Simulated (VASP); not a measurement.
A run of VASP 6.6.1 is set up as follows.

The input INCAR:

```
  PREC = Accurate
  ENCUT = 700
  EDIFF = 1E-6
  ISMEAR = 0
  SIGMA = 0.1
  LREAL = F
  LASPH = T
  NELM = 120
  ALGO = Normal
  ISIF = 2
  LWAVE = F
  LCHARG = F
  GGA = PE
  NBANDS = 30
  GGA_COMPAT = F
```

KPOINTS

```
regular mesh
0
Gamma
  6 6 2
```

POSCAR

```
Be2CdO3
1.0
    2.9417862512      0.0000000000      0.0000000000
   -1.4708931256      2.5476616260      0.0000000000
    0.0000000000      0.0000000000      7.7648518532
Be Cd O
2 1 3
Direct
    0.6666666667      0.3333333333      0.6339301919
    0.3333333333      0.6666666667      0.3547158297
    0.0000000000      0.0000000000      0.0048023120
    0.6666666667      0.3333333333      0.8366170868
    0.3333333333      0.6666666667      0.5601931752
    0.0000000000      0.0000000000      0.2847414044
```

Potentials or basis: VASP PAW PBE potentials, release 64 (Be, Cd_sv_GW, O).

The run is started by

```bash
$ cat potpaw_PBE.64/Be/POTCAR potpaw_PBE.64/Cd_sv_GW/POTCAR potpaw_PBE.64/O/POTCAR > POTCAR
$ mpirun -np 1 vasp_std > vasp.out
```

**Question.** Predict the pressure.

**Answer.** -0.2 GPa.

**Question.** What does it give for the band gap on the k mesh?

**Answer.** 0.77 eV.

**Question.** Estimate the largest force.

**Answer.** 0.049 eV/Å.

Forces on the atoms (eV/Å):
```
Be   0.000  0.000  0.016
Be   0.000  0.000 -0.024
Cd   0.000  0.000 -0.049
O    0.000  0.000  0.016
O    0.000  0.000  0.002
O    0.000  0.000  0.040
```

Caveat: semilocal functionals underestimate gaps, and a narrow one can read as zero.
